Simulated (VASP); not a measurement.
Runs of VASP 6.6.1 on Ge. The structure is that of space group Fd-3m (No. 227), or close to it. The cells are those of the table. 

```csv
task,level,cell,cutoff (eV),gap on the mesh (eV),pressure (GPa),relaxed volume (Å³/atom)
single point,PBE,"a = 4.074 Å, angles 60.0°, 2 atoms",520,none,-0.1,-
relaxation of cell and atoms,r2SCAN,"relaxed from a = 4.000 Å, angles 60.0°, 2 atoms",600,(b),0.0,(a)
single point,r2SCAN,"a = 4.012 Å, angles 60.0°, 2 atoms",520,0.32,0.1,-
relaxation of cell and atoms,PBE,"relaxed from a = 4.000 Å, angles 60.0°, 2 atoms",600,none,0.0,23.85
```

Alike in all rows: potentials or basis VASP PAW PBE potentials, release 64 (Ge_d); no spin polarisation; k mesh 12 × 12 × 12; smearing fermi-dirac 0.05 eV.

Fill in the values left out.

(a) 22.88; (b) 0.30.

Caveats: semilocal functionals underestimate gaps, so a narrow gap can read as zero (at least some runs); the PAW data sets were made with another functional, which shifts forces and pressure a little (at least some runs).

A k mesh can miss the band edges, and the runs leave out spin-orbit coupling on Ge.

A gap of «none» marks levels without a gap at the run's occupations.
